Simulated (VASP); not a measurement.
Write the native input for VASP 6.6.1 that does the following.

* Task: single point
* Functional: PBE
* Potentials or basis: VASP PAW PBE potentials, release 64 (Hg, Te)
* Cutoff: 520 eV
* k mesh: 10 × 10 × 10
* Occupations: fermi-dirac, width 0.08 eV
* Spin: no spin polarisation
* Dipole correction: no
* Further INCAR settings: ALGO = Normal; EDIFF = 1e-06; NBANDS = 16

The structure of HgTe lies in POSCAR:

```
HgTe
1.0
    0.0000000000      2.9215000000      2.9799300000
    2.9215000000      0.0000000000      2.9799300000
    2.9215000000      2.9215000000      0.0000000000
Hg Te
1 1
Direct
    0.0000000000      0.0000000000      0.0000000000
    0.5000000000      0.5000000000      0.5000000000
```

This cell differs from its parent crystal: zz strain of +2 %.

One way to write it, as run:

INCAR

```
SYSTEM = HgTe
ALGO = Normal ; EDIFF = 1E-6
ENCUT = 520 ; GGA = PE
ISIF = 2 ; ISMEAR = -1
LASPH = .TRUE. ; LCHARG = .TRUE.
LELF = .TRUE. ; LREAL = .FALSE.
LVHAR = .TRUE. ; LWAVE = .FALSE.
NBANDS = 16 ; NELM = 80
PREC = Accurate ; SIGMA = 0.08
```

KPOINTS

```
k-points
0
G
  10 10 10
  0 0 0
```

Potentials or basis: VASP PAW PBE potentials, release 64 (Hg, Te).

The run is started by

```bash
$ cat potpaw_PBE.64/Hg/POTCAR potpaw_PBE.64/Te/POTCAR > POTCAR
$ mpirun -np 1 vasp_std > vasp.out
```

It gave:

```yaml
Pressure: 8.8 GPa
Band_gap_on_the_k_mesh: zero (band 9 reaches 6.16 eV, above the bottom of band 10 at 3.02 eV)
```

Caveat: the cell differs from its parent crystal (zz strain of +2 %); spin-orbit coupling is left out, which moves the levels of the heavy elements.

Wall time 26 s on 1 thread of Intel(R) Xeon(R) 6975P-C (Granite Rapids), with other jobs on the host, peak memory 0.23 GiB.
